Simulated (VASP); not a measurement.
# SnO2 (P1) in VASP: single point with PBE

Aim: the single point of SnO2 with PBE.

Program: VASP 6.6.1. These are calculated values, not measurements. Logs are shortened: lines on timing, memory, paths and dates and some standing lists are left out, and cuts for length are marked.

### Step 1. The cell of the first run

The typed cell holds 3 atoms: a = 3.640 Å, b = 3.640 Å, c = 3.640 Å, α = 60.00°, β = 60.00°, γ = 60.00°.

### Step 2. Single point, PBE (atoms moved at random)

Input file INCAR:

```
SYSTEM = SnO2
  ALGO = Normal
  EDIFF = 1E-6
  ENCUT = 520
  GGA = PE
  ISIF = 2
  ISMEAR = -1
  LASPH = .True.
  LCHARG = .True.
  LELF = .True.
  LREAL = .False.
  LVHAR = .True.
  LWAVE = .False.
  NBANDS = 20
  NELM = 60
  PREC = Accurate
  SIGMA = 0.05
```

Input file KPOINTS:

```
k-points
0
Gamma
  9 9 9
  0 0 0
```

Input file POSCAR:

```
SnO2
1.0
    0.0000000000      2.5741500000      2.5741500000
    2.5741500000      0.0000000000      2.5741500000
    2.5741500000      2.5741500000      0.0000000000
Sn O
1 2
Direct
   -0.0027650000     -0.0182110000      0.0218970000
    0.7469760000      0.7521670000      0.7595630000
    0.2342790000      0.2753380000      0.2411290000
```

Potentials or basis: VASP PAW PBE potentials, release 64 (Sn_d, O).

Run with:

```bash
cat potpaw_PBE.64/Sn_d/POTCAR potpaw_PBE.64/O/POTCAR > POTCAR
mpirun -np 1 vasp_std > vasp.out
```

OUTCAR:

```text
SYSTEM = SnO2
   EDIFF = 1E-6
   ENCUT = 520
   GGA = PE
   ISIF = 2
   ISMEAR = -1
   LASPH = .True.
   LREAL = .False.
   NELM = 60
   PREC = Accurate

 ion  position               nearest neighbor table
   1  0.997  0.982  0.022-   3 2.10   2 2.19   2 2.21   2 2.23   3 2.23   3 2.27   2 2.29   3 2.32

   2  0.747  0.752  0.760-   1 2.19   1 2.21   1 2.23   1 2.29
   3  0.234  0.275  0.241-   1 2.10   1 2.23   1 2.27   1 2.32

  LATTYP: Found a face centered cubic cell.
 ALAT       =     5.1483000000

  Lattice vectors:

 A1 = (   0.0000000000,   2.5741500000,   2.5741500000)
 A2 = (   2.5741500000,   0.0000000000,   2.5741500000)
 A3 = (   2.5741500000,   2.5741500000,   0.0000000000)

Analysis of symmetry for initial positions (statically):
=====================================================================
 Subroutine PRICEL returns:
 Original cell was already a primitive cell.

 Routine SETGRP: Setting up the symmetry group for a
 face centered cubic supercell.

 Subroutine GETGRP returns: Found  1 space group operations
 (whereof  1 operations were pure point group operations)
 out of a pool of 48 trial point group operations.

The static configuration has the point symmetry C_1 .

Analysis of symmetry for dynamics (positions and initial velocities):
=====================================================================
 Subroutine PRICEL returns:
 Original cell was already a primitive cell.

 Routine SETGRP: Setting up the symmetry group for a
 face centered cubic supercell.

 Subroutine GETGRP returns: Found  1 space group operations
 (whereof  1 operations were pure point group operations)
 out of a pool of 48 trial point group operations.

The dynamic configuration has the point symmetry C_1 .

 Subroutine INISYM returns: Found  1 space group operations
 (whereof  1 operations are pure point group operations),
 and found     1 'primitive' translations

----------------------------------------------------------------------------------------

                                     Primitive cell

  volume of cell :      34.1139

  direct lattice vectors                    reciprocal lattice vectors
     0.000000000  2.574150000  2.574150000    -0.194238875  0.194238875  0.194238875
     2.574150000  0.000000000  2.574150000     0.194238875 -0.194238875  0.194238875
     2.574150000  2.574150000  0.000000000     0.194238875  0.194238875 -0.194238875

  length of vectors
     3.640397842  3.640397842  3.640397842     0.336431600  0.336431600  0.336431600

  position of ions in fractional coordinates (direct lattice)
     0.997235000  0.981789000  0.021897000
     0.746976000  0.752167000  0.759563000
     0.234279000  0.275338000  0.241129000

  ion indices of the primitive-cell ions
   primitive index   ion index
                 1           1
                 2           2
                 3           3

----------------------------------------------------------------------------------------

 KPOINTS: k-points

Automatic generation of k-mesh.
 Grid dimensions read from file:
 generate k-points for:    9    9    9

 Generating k-lattice:

  Cartesian coordinates                     Fractional coordinates (reciprocal lattice)
    -0.021582097  0.021582097  0.021582097     0.111111111  0.000000000  0.000000000
     0.021582097 -0.021582097  0.021582097     0.000000000  0.111111111  0.000000000
     0.021582097  0.021582097 -0.021582097     0.000000000  0.000000000  0.111111111

  Length of vectors
     0.037381289  0.037381289  0.037381289

  Shift w.r.t. Gamma in fractional coordinates (k-lattice)
     0.000000000  0.000000000  0.000000000

 Subroutine IBZKPT returns following result:
 ===========================================

 Found    365 irreducible k-points:

 Following reciprocal coordinates:
            Coordinates               Weight
  0.000000  0.000000  0.000000      1.000000
  0.111111  0.000000  0.000000      2.000000
  0.000000  0.111111  0.000000      2.000000
  0.000000  0.000000  0.111111      2.000000
  0.111111  0.111111  0.111111      2.000000
  0.222222  0.000000  0.000000      2.000000
[... 16 lines left out ...]
  0.111111  0.000000  0.222222      2.000000
  0.111111  0.111111 -0.111111      2.000000
 [... further k-points ...]
   k-points           NKPTS =    365   k-points in BZ     NKDIM =    365   number of bands    NBANDS=     20
   number of dos      NEDOS =    301   number of ions     NIONS =      3
   total plane-waves  NPLWV =  21952
   dimension x,y,z NGX =    28 NGY =   28 NGZ =   28
   dimension x,y,z NGXF=    56 NGYF=   56 NGZF=   56
   ions per type =               1   2
   NGX,Y,Z   is equivalent  to a cutoff of  12.79, 12.79, 12.79 a.u.
   NGXF,Y,Z  is equivalent  to a cutoff of  25.57, 25.57, 25.57 a.u.
 SYSTEM =  SnO2
   PREC   = accura    normal or accurate (medium, high low for compatibility)
   ISTART =      0    job   : 0-new  1-cont  2-samecut
   ICHARG =      2    charge: 1-file 2-atom 10-const
   ISPIN  =      1    spin polarized calculation?
   LNONCOLLINEAR =      F non collinear calculations
   LSORBIT =      F    spin-orbit coupling
   LASPH  =      T    aspherical Exc in radial PAW
   ENCUT  =  520.0 eV  38.22 Ry    6.18 a.u.   6.77  6.77  6.77*2*pi/ulx,y,z
   NELM   =     60;   NELMIN=  2; NELMDL= -5     # of ELM steps
   EDIFF  = 0.1E-05   stopping-criterion for ELM
   LREAL  =      F    real-space projection
   EDIFFG = 0.1E-04   stopping-criterion for IOM
   NSW    =      0    number of steps for IOM
   IBRION =     -1    ionic relax: 0-MD 1-quasi-New 2-CG
   NFREE  =      0    steps in history (QN), initial steepest desc. (CG)
   ISIF   =      2    stress and relaxation
   ISYM   =      2    0-nonsym 1-usesym 2-fastsym
   POTIM  = 0.5000    time-step for ionic-motion
   TEBEG  =    0.0;   TEEND  =   0.0 temperature during run
   PSTRESS=    0.0 pullay stress
   NELECT =      26.0000    total number of electrons
   NUPDOWN=      -1.0000    fix difference up-down
   EMIN   =  10.00;   EMAX   =-10.00  energy-range for DOS
   EFERMI =   0.00;   METHOD = LEGACY
   ISMEAR =    -1;   SIGMA  =   0.05  broadening in eV -4-tet -1-fermi 0-gaus
   EFERMI_NEDOS =   21; number of points for ismear=-14 and -15
   IALGO  =     38    algorithm
   IMIX   =      4    mixing-type and parameters
     AMIX     =   0.40;   BMIX     =  1.00
     AMIX_MAG =   1.60;   BMIX_MAG =  1.00
  volume/ion in A,a.u.               =      11.37        76.74
  Fermi-wavevector in a.u.,A,eV,Ry     =   1.495393  2.825884 30.425363  2.236201
  Thomas-Fermi vector in A             =   2.607544
   LORBIT       =      0    0 simple, 1 ext, 2 COOP (PROOUT), +10 PAW based schemes
   GGA     = PE    functional components
   LHFCALC =     F    Hartree Fock is set to
   AEXX    =    0.0000 exact exchange contribution
   IVDW    =     0    specifies the selected vdW correction
   LEPSILON=     F    determine dielectric tensor
   LRPA    =     F    only Hartree local field effects (RPA)
 non-spin polarized calculation
  energy-cutoff  :      520.00
  volume of cell :       34.11
 maximum number of plane-waves:       941
   NGX = 13   NGY = 13   NGZ = 13

 number of electron      26.0000000 magnetization

 Free energy of the ion-electron system (eV)
  ---------------------------------------------------
  ext. energy  EPLUGINS =         0.00000000
  ---------------------------------------------------
  free energy    TOTEN  =       -17.84239060 eV

  energy without entropy =      -17.84162002  energy(sigma->0) =      -17.84200531

 E-fermi :   7.5054     XC(G=0): -11.6608

 val. band max:        7.3182472984   @ k =   0.4444   0.0000  -0.4444
 cond. band min:       8.3792544889   @ k =   0.0000   0.0000   0.1111
 fundamental gap:      1.0610071905
 Fermi energy:         7.5053852872

 k-point     1 :       0.0000    0.0000    0.0000
  band No.  band energies     occupation
      1     -13.2655      2.00000
      2     -13.2238      2.00000
      3     -13.2194      2.00000
      4     -13.0961      2.00000
      5     -13.0910      2.00000
      6     -11.9563      2.00000
[... 12 lines left out ...]
     19      22.4020      0.00000
     20      22.4260      0.00000

 k-point     2 :       0.1111    0.0000    0.0000
  band No.  band energies     occupation
      1     -13.2925      2.00000
      2     -13.2300      2.00000
      3     -13.2123      2.00000
      4     -13.0972      2.00000
      5     -13.0914      2.00000
      6     -11.8299      2.00000
[... 12 lines left out ...]
     19      22.4360      0.00000
     20      22.4710      0.00000

 k-point     3 :       0.0000    0.1111    0.0000
  band No.  band energies     occupation
      1     -13.2963      2.00000
      2     -13.2167      2.00000
      3     -13.2126      2.00000
      4     -13.0948      2.00000
      5     -13.0907      2.00000
      6     -11.8485      2.00000
[... 12 lines left out ...]
     19      22.4216      0.00000
     20      22.4748      0.00000

 k-point     4 :       0.0000    0.0000    0.1111
  band No.  band energies     occupation
      1     -13.2990      2.00000
      2     -13.2271      2.00000
      3     -13.2099      2.00000
      4     -13.0975      2.00000
      5     -13.0911      2.00000
      6     -11.8285      2.00000
[... 12 lines left out ...]
     19      22.4340      0.00000
     20      22.4561      0.00000

 k-point     5 :       0.1111    0.1111    0.1111
  band No.  band energies     occupation
      1     -13.2865      2.00000
      2     -13.2293      2.00000
      3     -13.2141      2.00000
      4     -13.0959      2.00000
      5     -13.0916      2.00000
      6     -11.8386      2.00000
[... 12 lines left out ...]
     19      22.4404      0.00000
     20      22.4841      0.00000
[... 353 lines left out ...]
      6     -11.5067      2.00000
[... 12 lines left out ...]
     19      22.7850      0.00000
     20      23.6476      0.00000

 k-point    22 :       0.0000    0.2222    0.1111
  band No.  band energies     occupation
      1     -13.3866      2.00000
      2     -13.2037      2.00000
      3     -13.1879      2.00000
      4     -13.1003      2.00000
      5     -13.0808      2.00000
      6     -11.5494      2.00000
[... 12 lines left out ...]
     19      22.7134      0.00000
     20      23.5859      0.00000

 k-point    23 :       0.1111    0.0000    0.2222
  band No.  band energies     occupation
      1     -13.3973      2.00000
      2     -13.2039      2.00000
      3     -13.1893      2.00000
      4     -13.1089      2.00000
      5     -13.0811      2.00000
      6     -11.5180      2.00000
[... 12 lines left out ...]
     19      22.7209      0.00000
     20      23.6003      0.00000

 k-point    24 :       0.1111    0.1111   -0.1111
  band No.  band energies     occupation
      1     -13.3864      2.00000
      2     -13.2161      2.00000
      3     -13.1918      2.00000
      4     -13.1067      2.00000
      5     -13.0831      2.00000
      6     -11.5129      2.00000
[... 12 lines left out ...]
     19      22.7427      0.00000
     20      23.6344      0.00000

 [... further k-points ...]

------------------------ aborting loop because EDIFF is reached ----------------------------------------

  FORCE on cell =-STRESS in cart. coord.  units (eV):
  Direction    XX          YY          ZZ          XY          YZ          ZX
  --------------------------------------------------------------------------------------
  -------------------------------------------------------------------------------------
  Total        0.2275135      0.3753090      0.2217328     -0.1655108     -0.2260193      0.2785036
  in kB       10.6852877     17.6265770     10.4137959     -7.7733012    -10.6151122     13.0800612
  external PRESSURE =      12.9085536 kB  Pullay stress =       0.0000000 kB

 VOLUME and BASIS-vectors are now :
 -----------------------------------------------------------------------------
  energy-cutoff  :      520.00
  volume of cell :       34.11
      direct lattice vectors                 reciprocal lattice vectors
     0.000000000  2.574150000  2.574150000    -0.194238875  0.194238875  0.194238875
     2.574150000  0.000000000  2.574150000     0.194238875 -0.194238875  0.194238875
     2.574150000  2.574150000  0.000000000     0.194238875  0.194238875 -0.194238875

 POSITION                                       TOTAL-FORCE (eV/Angst)
 -----------------------------------------------------------------------------------
      2.58364      2.62340      5.09430         0.397203     -0.638641      0.622725
      3.89142      3.87806      3.85902         0.023061     -0.334169     -0.046091
      1.32946      1.22377      1.31183        -0.420264      0.972811     -0.576634
 -----------------------------------------------------------------------------------
    total drift:                               -0.000070      0.000201     -0.000060

  FREE ENERGIE OF THE ION-ELECTRON SYSTEM (eV)
  ---------------------------------------------------
  free  energy   TOTEN  =       -17.8423906025 eV

  energy  without entropy=      -17.8416200245  energy(sigma->0) =      -17.84200531
```

It took 3.8 min on 1 thread of Intel Xeon Platinum 8259CL at 2.50GHz (Skylake/Cascade Lake), shared host; peak memory 0.33 GiB.

What came out:

| Quantity | Value |
| --- | --- |
| Free energy | -17.8424 eV |
| Pressure | 1.3 GPa |
| Largest force | 1.206 eV/Å |
| Band gap on the k mesh | zero (band 13 reaches 7.32 eV, above the bottom of band 14 at 7.16 eV) |

Forces on the atoms (eV/Å):
```
Sn   0.397 -0.639  0.623
O    0.023 -0.334 -0.046
O   -0.420  0.973 -0.577
```

Stress tensor (GPa, compression positive):
```
 1.07 -0.78  1.31
-0.78  1.76 -1.06
 1.31 -1.06  1.04
```

Caveat: the cell differs from its parent crystal (atoms moved at random); spin-orbit coupling is left out, which moves the levels of the heavy elements; forces of over 1 eV/Å act on the atoms, so gaps and moduli don't describe the material at rest.
